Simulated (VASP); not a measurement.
Runs of VASP 6.6.1 on Ru. The structure is that of space group Im-3m (No. 229), or close to it. The cells are those of the table. 

```tsv
task	cell	cutoff (eV)	gap on the mesh (eV)	pressure (GPa)
single point	a = 2.644 Å, angles 109.5°, 1 atom	500	none	-0.1
relaxation of cell and atoms	relaxed to -0.3 GPa from a = 2.645 Å, angles 109.5°, 1 atom	600	none	-0.2
single point	a = 2.645 Å, angles 109.5°, 1 atom	520	none	(a)
relaxation of cell and atoms	relaxed from a = 2.615 Å, angles 109.5°, 1 atom	500	none	0.1
```

Alike in all rows: level PBE; potentials or basis VASP PAW PBE potentials, release 64 (Ru_pv); no spin polarisation; k mesh 18 × 18 × 18; smearing fermi-dirac 0.05 eV.

**Question.** Fill in the values left out.

**Answer.** (a) -0.3.

Caveats: the cell is relaxed towards a set pressure, so the enthalpy falls and the energy may rise (some runs).

A k mesh can miss the band edges, and the runs leave out spin-orbit coupling on Ru.

A gap of «none» marks levels without a gap at the run's occupations.
